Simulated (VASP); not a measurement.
Here is a VASP 6.6.1 calculation.

Contents of INCAR:

```
ALGO = Normal ; EDIFF = 1E-7
ENCUT = 520 ; GGA = CA
ISIF = 2 ; ISMEAR = -1
LASPH = True ; LCHARG = False
LREAL = False ; LWAVE = False
NBANDS = 25 ; NELM = 80
PREC = Accurate ; SIGMA = 0.05
```

The input KPOINTS:

```
k-points
0
Gamma
  10 10 5
```

POSCAR

```
CuO
1.0
    2.3446497600     -1.7133998200      0.0000000000
    2.3446497600      1.7133998200      0.0000000000
   -0.8605499100      0.0000000000      5.0594394800
Cu O
2 2
Direct
    0.0032000000      0.4968000000      0.0000000000
    0.4968000000      0.0032000000      0.5000000000
    0.5714000000      0.4056000000      0.2537000000
    0.4056000000      0.5714000000      0.7537000000
```

Potentials or basis: VASP PAW LDA potentials, release 64 (Cu, O).

Run with:

```sh
$ cat potpaw_LDA.64/Cu/POTCAR potpaw_LDA.64/O/POTCAR > POTCAR
$ mpirun -np 1 vasp_std > vasp.out
```

Problem. Estimate the pressure.

Solution. -8.8 GPa.

Problem. Predict the band gap on the k mesh.

Solution. Zero (bands 17 and 18 overlap by 0.61 eV).

Problem. Estimate the largest force.

Solution. 0.784 eV/Å.

Stress tensor (GPa, compression positive):
```
 -9.56   0.00  -0.34
  0.00  -5.48   0.00
 -0.34   0.00 -11.27
```

Caveat: the stress differs along the axes, from -11 to -5 GPa; semilocal functionals often make such compounds metallic where correlation or magnetic order opens a gap, which also shifts bond lengths. With open d or f shells a metallic result of LDA can be an artefact of self-interaction; +U or a hybrid may open a gap.
